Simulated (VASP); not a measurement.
Set up this calculation in VASP 6.6.1, as the native input.

| Property | Result |
| --- | --- |
| Task | relaxation of cell and atoms |
| Functional | r2SCAN |
| Potentials or basis | VASP PAW PBE potentials, release 64 (N, As, B) |
| Cutoff | 600 eV |
| k mesh | 12 × 12 × 4 |
| Occupations | fermi-dirac, width 0.02 eV |
| Spin | no spin polarisation |
| Dipole correction | no |
| Further INCAR settings | ALGO = Normal; EDIFF = 1e-07; IBRION = 2; EDIFFG = -0.005; NSW = 80; ISIF = 3 |

B3AsN2:

```
CELL_PARAMETERS angstrom
2.84772 0.00000 0.00000
-1.42386 2.46620 0.00000
0.00000 0.00000 7.15149
ATOMIC_POSITIONS crystal
N 0.00000 0.00000 0.01730
N 0.33333 0.66667 0.30547
As 0.66667 0.33333 0.66517
B 0.33333 0.66667 0.08755
B 0.66667 0.33333 0.37359
B 0.00000 0.00000 0.80091
```

These files were run (other wordings do the same):

POSCAR

```
B3AsN2
1.0
    2.8477175361      0.0000000000      0.0000000000
   -1.4238587681      2.4661957291      0.0000000000
    0.0000000000      0.0000000000      7.1514901536
N As B
2 1 3
Direct
    0.0000000000      0.0000000000      0.0172985527
    0.3333333333      0.6666666667      0.3054653558
    0.6666666667      0.3333333333      0.6651742436
    0.3333333333      0.6666666667      0.0875544923
    0.6666666667      0.3333333333      0.3735937130
    0.0000000000      0.0000000000      0.8009136426
```

INCAR.step1

```
ALGO = Normal ; EDIFF = 1E-4
ENCUT = 600 ; GGA = PE
ISMEAR = -1 ; LASPH = T
LCHARG = F ; LREAL = F
LWAVE = T ; NELM = 60
PREC = Accurate ; SIGMA = 0.02
```

INCAR.step2

```
ALGO = Normal ; EDIFF = 1E-7
EDIFFG = -0.005 ; ENCUT = 600
IBRION = 2 ; ISIF = 3
ISMEAR = -1 ; ISTART = 1
LASPH = T ; LCHARG = F
LMIXTAU = T ; LREAL = F
LWAVE = F ; METAGGA = R2SCAN
NELM = 60 ; NSW = 80
PREC = Accurate ; SIGMA = 0.02
```

KPOINTS

```
k-points
0
Gamma
  12 12 4
```

Potentials or basis: VASP PAW PBE potentials, release 64 (N, As, B).

Run with:

```sh
$ cat potpaw_PBE.64/N/POTCAR potpaw_PBE.64/As/POTCAR potpaw_PBE.64/B/POTCAR > POTCAR
$ cp INCAR.step1 INCAR
$ mpirun -np 1 vasp_std > vasp.out
$ cp INCAR.step2 INCAR
$ mpirun -np 1 vasp_std > vasp.out
```

Results of the run:

```yaml
Relaxed_volume: 8.31 Å³/atom
Relaxed_cell: a = 2.845 Å, b = 2.845 Å, c = 7.116 Å, α = 90.00°, β = 90.00°, γ = 120.00°
Space_group_after_relaxing_to_0.1_Å: P3m1 (No. 156)
Energy_gained_by_relaxing: 0.8 meV/atom
Ionic_steps: 10
Pressure_after_relaxing: 0.0 GPa
Largest_force_after_relaxing: 0.005 eV/Å
Band_gap_on_the_k_mesh: zero (bands 12 and 13 overlap by 1.06 eV)
```

Caveat: the PAW data sets were made with another functional, which shifts forces and pressure a little.

Run time: 22 min on 1 thread of Intel(R) Xeon(R) Platinum 8488C (Sapphire Rapids), with other jobs on the host, peak memory 0.24 GiB.
